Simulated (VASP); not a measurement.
# BaPdF3 in VASP: a series of runs

The runs below take BaPdF3 through single point, with PBE.

Program: VASP 6.6.1. These are calculated values, not measurements. Logs are shortened: lines on timing, memory, paths and dates and some standing lists are left out, and cuts for length are marked.

**1. The cell of the first run**

The typed cell holds 10 atoms: a = 5.315 Å, b = 5.315 Å, c = 7.213 Å, α = 90.00°, β = 90.00°, γ = 120.00°.

The cell was generated, and may not be a known phase.

**2. Single point, PBE**

INCAR

```
SYSTEM = BaPdF3
PREC     = Accurate       ! precision mode
ENCUT    = 520            ! plane-wave cutoff, eV
EDIFF    = 1E-6           ! SCF threshold, eV
ISMEAR   = 0              ! smearing method
SIGMA    = 0.1            ! smearing width, eV
LREAL    = .FALSE.        ! projectors in reciprocal space
LASPH    = .TRUE.         ! aspherical terms in the spheres
NELM     = 60             ! most SCF steps
ALGO     = Normal         ! electronic algorithm
ISIF     = 2              ! what is computed and relaxed
LWAVE    = .FALSE.        ! write WAVECAR
LCHARG   = .FALSE.        ! write CHGCAR
GGA      = PE             ! functional
NBANDS   = 52             ! bands
```

KPOINTS

```
regular mesh
0
G
  6 6 4
  0 0 0
```

POSCAR

```
BaPdF3
1.0
    5.3151546320      0.0000000028      0.0000000000
   -2.6575773184      4.6030589350      0.0000000000
    0.0000000000      0.0000000000      7.2127456459
Ba Pd F
2 2 6
Direct
    0.0000000000      0.0000000000      0.0048305961
    0.0000000000      0.0000000000      0.5048305961
    0.3333333333      0.6666666667      0.7548035596
    0.6666666667      0.3333333333      0.2548035596
    0.9999986695      0.4999993348      0.5047932914
    0.5000006652      0.4999993348      0.5047932914
    0.5000006652      0.0000013305      0.5047932914
    0.0000013305      0.5000006652      1.0047932914
    0.4999993348      0.5000006652      1.0047932914
    0.4999993348      0.9999986695      1.0047932914
```

Potentials or basis: VASP PAW PBE potentials, release 64 (Ba_sv, Pd, F).

Run with:

```console
> cat potpaw_PBE.64/Ba_sv/POTCAR potpaw_PBE.64/Pd/POTCAR potpaw_PBE.64/F/POTCAR > POTCAR
> mpirun -np 1 vasp_std > vasp.out
```

OUTCAR:

```text
SYSTEM = BaPdF3
   PREC = Accurate
   ENCUT = 520
   EDIFF = 1E-6
   ISMEAR = 0
   LREAL = .FALSE.
   LASPH = .TRUE.
   NELM = 60
   ISIF = 2
   GGA = PE

 ion  position               nearest neighbor table
   1  0.000  0.000  0.005-  10 2.66   8 2.66   9 2.66   9 2.66  10 2.66   8 2.66   4 3.56   4 3.56
                             4 3.56   3 3.56   3 3.56   3 3.56   2 3.61   2 3.61
   2  0.000  0.000  0.505-   7 2.66   5 2.66   6 2.66   6 2.66   7 2.66   5 2.66   3 3.56   3 3.56
                             3 3.56   4 3.56   4 3.56   4 3.56   1 3.61   1 3.61
   3  0.333  0.667  0.755-   8 2.37  10 2.37   9 2.37   6 2.37   5 2.37   7 2.37   2 3.56   2 3.56
                             2 3.56   1 3.56   1 3.56   1 3.56
   4  0.667  0.333  0.255-   5 2.37   7 2.37   6 2.37   9 2.37   8 2.37  10 2.37   1 3.56   1 3.56
                             1 3.56   2 3.56   2 3.56   2 3.56
   5  1.000  0.500  0.505-   4 2.37   3 2.37   2 2.66   2 2.66
   6  0.500  0.500  0.505-   4 2.37   3 2.37   2 2.66   2 2.66
   7  0.500  0.000  0.505-   4 2.37   3 2.37   2 2.66   2 2.66
   8  0.000  0.500  0.005-   3 2.37   4 2.37   1 2.66   1 2.66
   9  0.500  0.500  0.005-   3 2.37   4 2.37   1 2.66   1 2.66
  10  0.500  1.000  0.005-   3 2.37   4 2.37   1 2.66   1 2.66

  LATTYP: Found a hexagonal cell.
 ALAT       =     5.3151546320
 C/A-ratio  =     1.3570152037

  Lattice vectors:

 A1 = (   5.3151546320,   0.0000000028,   0.0000000000)
 A2 = (  -2.6575773184,   4.6030589350,   0.0000000000)
 A3 = (   0.0000000000,   0.0000000000,   7.2127456459)

Analysis of symmetry for initial positions (statically):
=====================================================================
 Subroutine PRICEL returns:
 Original cell was already a primitive cell.

 Routine SETGRP: Setting up the symmetry group for a
 hexagonal supercell.

 Subroutine GETGRP returns: Found 12 space group operations
 (whereof  6 operations were pure point group operations)
 out of a pool of 24 trial point group operations.

The static configuration has the point symmetry C_3v.
 The point group associated with its full space group is C_6v.

Analysis of symmetry for dynamics (positions and initial velocities):
=====================================================================
 Subroutine PRICEL returns:
 Original cell was already a primitive cell.

 Routine SETGRP: Setting up the symmetry group for a
 hexagonal supercell.

 Subroutine GETGRP returns: Found 12 space group operations
 (whereof  6 operations were pure point group operations)
 out of a pool of 24 trial point group operations.

The dynamic configuration has the point symmetry C_3v.
 The point group associated with its full space group is C_6v.

 Subroutine INISYM returns: Found 12 space group operations
 (whereof  6 operations are pure point group operations),
 and found     1 'primitive' translations

----------------------------------------------------------------------------------------

                                     Primitive cell

  volume of cell :     176.4668

  direct lattice vectors                    reciprocal lattice vectors
     5.315154632  0.000000003  0.000000000     0.188141281  0.108623419  0.000000000
    -2.657577318  4.603058935  0.000000000    -0.000000000  0.217246838  0.000000000
     0.000000000  0.000000000  7.212745646     0.000000000  0.000000000  0.138643458

  length of vectors
     5.315154632  5.315154632  7.212745646     0.217246838  0.217246838  0.138643458

  position of ions in fractional coordinates (direct lattice)
     0.000000000  0.000000000  0.004830596
     0.000000000  0.000000000  0.504830596
     0.333333333  0.666666667  0.754803560
     0.666666667  0.333333333  0.254803560
     0.999998670  0.499999335  0.504793291
     0.500000665  0.499999335  0.504793291
     0.500000665  0.000001330  0.504793291
     0.000001330  0.500000665  0.004793291
     0.499999335  0.500000665  0.004793291
     0.499999335  0.999998670  0.004793291

  ion indices of the primitive-cell ions
   primitive index   ion index
                 1           1
                 2           2
                 3           3
                 4           4
                 5           5
                 6           6
                 7           7
                 8           8
                 9           9
                10          10

----------------------------------------------------------------------------------------

 KPOINTS: regular mesh

Automatic generation of k-mesh.
 Grid dimensions read from file:
 generate k-points for:    6    6    4

 Generating k-lattice:

  Cartesian coordinates                     Fractional coordinates (reciprocal lattice)
     0.031356880  0.018103903  0.000000000     0.166666667  0.000000000  0.000000000
    -0.000000000  0.036207806  0.000000000    -0.000000000  0.166666667  0.000000000
     0.000000000  0.000000000  0.034660865     0.000000000  0.000000000  0.250000000

  Length of vectors
     0.036207806  0.036207806  0.034660865

  Shift w.r.t. Gamma in fractional coordinates (k-lattice)
     0.000000000  0.000000000  0.000000000

 Subroutine IBZKPT returns following result:
 ===========================================

 Found     21 irreducible k-points:

 Following reciprocal coordinates:
            Coordinates               Weight
  0.000000  0.000000  0.000000      1.000000
  0.166667  0.000000  0.000000      6.000000
  0.333333  0.000000  0.000000      6.000000
  0.500000  0.000000  0.000000      3.000000
  0.166667  0.166667  0.000000      6.000000
  0.333333  0.166667  0.000000     12.000000
[... 13 lines left out ...]
  0.333333  0.166667  0.500000     12.000000
  0.333333  0.333333  0.500000      2.000000
   k-points           NKPTS =     21   k-points in BZ     NKDIM =     21   number of bands    NBANDS=     52
   number of dos      NEDOS =    301   number of ions     NIONS =     10
   total plane-waves  NPLWV =  86400
   dimension x,y,z NGX =    40 NGY =   40 NGZ =   54
   dimension x,y,z NGXF=    80 NGYF=   80 NGZF=  108
   ions per type =               2   2   6
   NGX,Y,Z   is equivalent  to a cutoff of  12.51, 12.51, 12.45 a.u.
   NGXF,Y,Z  is equivalent  to a cutoff of  25.02, 25.02, 24.89 a.u.
 SYSTEM =  BaPdF3
   PREC   = accura    normal or accurate (medium, high low for compatibility)
   ISTART =      0    job   : 0-new  1-cont  2-samecut
   ICHARG =      2    charge: 1-file 2-atom 10-const
   ISPIN  =      1    spin polarized calculation?
   LNONCOLLINEAR =      F non collinear calculations
   LSORBIT =      F    spin-orbit coupling
   LASPH  =      T    aspherical Exc in radial PAW
   ENCUT  =  520.0 eV  38.22 Ry    6.18 a.u.   9.88  9.88 13.41*2*pi/ulx,y,z
   NELM   =     60;   NELMIN=  2; NELMDL= -5     # of ELM steps
   EDIFF  = 0.1E-05   stopping-criterion for ELM
   LREAL  =      F    real-space projection
   EDIFFG = 0.1E-04   stopping-criterion for IOM
   NSW    =      0    number of steps for IOM
   IBRION =     -1    ionic relax: 0-MD 1-quasi-New 2-CG
   NFREE  =      0    steps in history (QN), initial steepest desc. (CG)
   ISIF   =      2    stress and relaxation
   ISYM   =      2    0-nonsym 1-usesym 2-fastsym
   POTIM  = 0.5000    time-step for ionic-motion
   TEBEG  =    0.0;   TEEND  =   0.0 temperature during run
   PSTRESS=    0.0 pullay stress
   NELECT =      82.0000    total number of electrons
   NUPDOWN=      -1.0000    fix difference up-down
   EMIN   =  10.00;   EMAX   =-10.00  energy-range for DOS
   EFERMI =   0.00;   METHOD = LEGACY
   ISMEAR =     0;   SIGMA  =   0.10  broadening in eV -4-tet -1-fermi 0-gaus
   EFERMI_NEDOS =   21; number of points for ismear=-14 and -15
   IALGO  =     38    algorithm
   IMIX   =      4    mixing-type and parameters
     AMIX     =   0.40;   BMIX     =  1.00
     AMIX_MAG =   1.60;   BMIX_MAG =  1.00
  volume/ion in A,a.u.               =      17.65       119.09
  Fermi-wavevector in a.u.,A,eV,Ry     =   1.268017  2.396205 21.876362  1.607867
  Thomas-Fermi vector in A             =   2.401134
   LORBIT       =      0    0 simple, 1 ext, 2 COOP (PROOUT), +10 PAW based schemes
   GGA     = PE    functional components
   LHFCALC =     F    Hartree Fock is set to
   AEXX    =    0.0000 exact exchange contribution
   IVDW    =     0    specifies the selected vdW correction
   LEPSILON=     F    determine dielectric tensor
   LRPA    =     F    only Hartree local field effects (RPA)
 non-spin polarized calculation
 Gauss-broadening in eV      SIGMA  =   0.10
  energy-cutoff  :      520.00
  volume of cell :      176.47
 maximum number of plane-waves:      4784
 NGX is ok and might be reduce to    40
   NGX = 19   NGY = 19   NGZ = 27

 number of electron      82.0000041 magnetization

 Free energy of the ion-electron system (eV)
  ---------------------------------------------------
  ext. energy  EPLUGINS =         0.00000000
  ---------------------------------------------------
  free energy    TOTEN  =       -45.24547006 eV

  energy without entropy =      -45.23423099  energy(sigma->0) =      -45.23985052

 E-fermi :   2.2189     XC(G=0):  -9.5007

 val. band max:        2.1773170511   @ k =   0.1667   0.1667   0.2500
 cond. band min:       2.2772552666   @ k =   0.3333   0.0000   0.0000
 fundamental gap:      0.0999382155
 Fermi energy:         2.2188936468

 k-point     1 :       0.0000    0.0000    0.0000
  band No.  band energies     occupation
      1     -24.8887      2.00000
      2     -24.7171      2.00000
      3     -20.1749      2.00000
      4     -20.1041      2.00000
      5     -19.7584      2.00000
      6     -19.7584      2.00000
[... 44 lines left out ...]
     51       8.8968      0.00000
     52       8.9556      0.00000
[... 1098 lines left out ...]
     51       9.5466      0.00000
     52       9.5466      0.00000

------------------------ aborting loop because EDIFF is reached ----------------------------------------

  FORCE on cell =-STRESS in cart. coord.  units (eV):
  Direction    XX          YY          ZZ          XY          YZ          ZX
  --------------------------------------------------------------------------------------
  -------------------------------------------------------------------------------------
  Total        1.2181898      1.2181898      0.4325307      0.0000000      0.0000000      0.0000000
  in kB       11.0601870     11.0601870      3.9270325      0.0000000      0.0000000      0.0000000
  external PRESSURE =       8.6824688 kB  Pullay stress =       0.0000000 kB

 VOLUME and BASIS-vectors are now :
 -----------------------------------------------------------------------------
  energy-cutoff  :      520.00
  volume of cell :      176.47
      direct lattice vectors                 reciprocal lattice vectors
     5.315154632  0.000000003  0.000000000     0.188141281  0.108623419  0.000000000
    -2.657577318  4.603058935  0.000000000    -0.000000000  0.217246838  0.000000000
     0.000000000  0.000000000  7.212745646     0.000000000  0.000000000  0.138643458

 POSITION                                       TOTAL-FORCE (eV/Angst)
 -----------------------------------------------------------------------------------
      0.00000      0.00000      0.03484        -0.000000      0.000000     -0.000056
      0.00000      0.00000      3.64121        -0.000000      0.000000     -0.000056
     -0.00000      3.06871      5.44421        -0.000000      0.000000     -0.000371
      2.65758      1.53435      1.83783        -0.000000      0.000000     -0.000371
      3.98636      2.30153      3.64095         0.000098      0.000056      0.000143
      1.32879      2.30153      3.64095        -0.000098      0.000056      0.000143
      2.65758      0.00001      3.64095         0.000000     -0.000113      0.000143
     -1.32878      2.30153      0.03457        -0.000098     -0.000056      0.000143
      1.32878      2.30153      0.03457         0.000098     -0.000056      0.000143
     -0.00000      4.60305      0.03457        -0.000000      0.000113      0.000143
 -----------------------------------------------------------------------------------
    total drift:                               -0.000000     -0.000000     -0.000148

  FREE ENERGIE OF THE ION-ELECTRON SYSTEM (eV)
  ---------------------------------------------------
  free  energy   TOTEN  =       -45.2454700579 eV

  energy  without entropy=      -45.2342309877  energy(sigma->0) =      -45.23985052
```

Wall time 4.6 min (1 thread of Intel Xeon 8259CL, shared host); peak memory 0.38 GiB.

What came out:

```yaml
Free_energy: -45.2455 eV
Pressure: 0.9 GPa
Band_gap_on_the_k_mesh: zero (bands 41 and 42 overlap by 0.79 eV)
```

Stress tensor (GPa, compression positive):
```
1.11 0.00 0.00
0.00 1.11 0.00
0.00 0.00 0.39
```

Caveat: spin-orbit coupling is left out, which moves the levels of the heavy elements.

**3. Single point, PBE**

This run uses another cell than the first one, of 17.70 Å³/atom.

INCAR

```
  PREC = Accurate
  ENCUT = 520
  EDIFF = 1E-6
  ISMEAR = 0
  SIGMA = 0.1
  LREAL = False
  LASPH = True
  NELM = 60
  ALGO = Normal
  ISIF = 2
  LWAVE = False
  LCHARG = True
  GGA = PE
  LELF = True
  LVHAR = True
  NBANDS = 52
```

KPOINTS

```
Automatic mesh
0
Gamma
  12 12 6
```

POSCAR

```
BaPdF3
1.0
    5.3140517150      0.0000000000      0.0000000000
   -2.6570258575      4.6021037822      0.0000000000
    0.0000000000      0.0000000000      7.2395579427
Ba Pd F
2 2 6
Direct
    0.0000000000      0.0000000000      0.0000000000
    0.0000000000      0.0000000000      0.5000000000
    0.3333333333      0.6666666667      0.7500000000
    0.6666666667      0.3333333333      0.2500000000
    0.0000000000      0.5000000000      0.5000000000
    0.5000000000      0.5000000000      0.5000000000
    0.5000000000      0.0000000000      0.5000000000
    0.0000000000      0.5000000000      0.0000000000
    0.5000000000      0.5000000000      0.0000000000
    0.5000000000      0.0000000000      0.0000000000
```

Potentials or basis: VASP PAW PBE potentials, release 64 (Ba_sv, Pd, F).

Run with:

```console
> cat potpaw_PBE.64/Ba_sv/POTCAR potpaw_PBE.64/Pd/POTCAR potpaw_PBE.64/F/POTCAR > POTCAR
> mpirun -np 1 vasp_std > vasp.out
```

Wall time 18 min (1 thread of Intel Xeon 8259CL, shared host); peak memory 0.68 GiB.

The run converged. Its results:

- Free energy: -45.2377 eV
- Pressure: 0.7 GPa
- Band gap on the k mesh: zero (bands 41 and 42 overlap by 0.78 eV)

Stress tensor (GPa, compression positive):
```
1.11 0.00 0.00
0.00 1.11 0.00
0.00 0.00 0.04
```

Levels at points of the mesh, in eV from the Fermi level:
| k point | band 38 | band 39 | band 40 | band 41 | band 42 | band 43 | band 44 | band 45 |
| --- | --- | --- | --- | --- | --- | --- | --- | --- |
| (0.00, 0.00, 0.00) | -0.76 | -0.73 | -0.73 | 0.43 | 0.43 | 0.63 | 3.01 | 3.01 |
| (0.50, 0.00, 0.00) | -1.00 | -0.98 | -0.56 | -0.21 | 0.38 | 1.28 | 3.01 | 3.08 |
| (0.00, 0.00, 0.50) | -1.11 | -0.36 | -0.36 | -0.36 | -0.36 | 2.62 | 2.62 | 4.22 |
| (0.50, 0.00, 0.50) | -0.98 | -0.53 | -0.53 | -0.17 | -0.17 | 3.41 | 3.41 | 3.53 |

Caveat: spin-orbit coupling is left out, which moves the levels of the heavy elements.

The gap in the log of VASP goes by the Fermi energy; the results here count the filled bands.